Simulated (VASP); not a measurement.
Input of a VASP 6.6.1 run:

Contents of POSCAR:

```
BAs
1.0
    2.9251576732      0.0000000000      0.0000000000
    0.0000000000      2.9251576732      0.0000000000
    0.0000000000      0.0000000000      2.9251576732
B As
1 1
Direct
    0.0000000000      0.0000000000      0.0000000000
    0.5000000000      0.5000000000      0.5000000000
```

INCAR.step1

```
PREC = Accurate
ENCUT = 520
ISMEAR = -1
SIGMA = 0.02
LREAL = False
LASPH = True
NELM = 100
NBANDS = 11
GGA = PE
ALGO = Normal
EDIFF = 1E-4
LWAVE = True
LCHARG = False
```

INCAR.step2

```
PREC = Accurate
ENCUT = 520
EDIFF = 1E-6
ISMEAR = -1
SIGMA = 0.02
LREAL = False
LASPH = True
NELM = 100
ALGO = Normal
ISIF = 2
LWAVE = False
LCHARG = False
METAGGA = R2SCAN
LMIXTAU = True
NBANDS = 11
ISTART = 1
```

KPOINTS

```
Automatic mesh
0
Gamma
  6 6 6
```

Potentials or basis: VASP PAW PBE potentials, release 64 (B, As).

Run with:

```sh
$ cat potpaw_PBE.64/B/POTCAR potpaw_PBE.64/As/POTCAR > POTCAR
$ cp INCAR.step1 INCAR
$ mpirun -np 1 vasp_std > vasp.out
$ cp INCAR.step2 INCAR
$ mpirun -np 1 vasp_std > vasp.out
```

(1) Predict the band gap on the k mesh.

(2) Predict the pressure.

Results:

(1) zero (band 4 reaches 10.29 eV, above the bottom of band 5 at 4.37 eV).

(2) 2.0 GPa.

Caveat: the PAW data sets were made with another functional, which shifts forces and pressure a little.
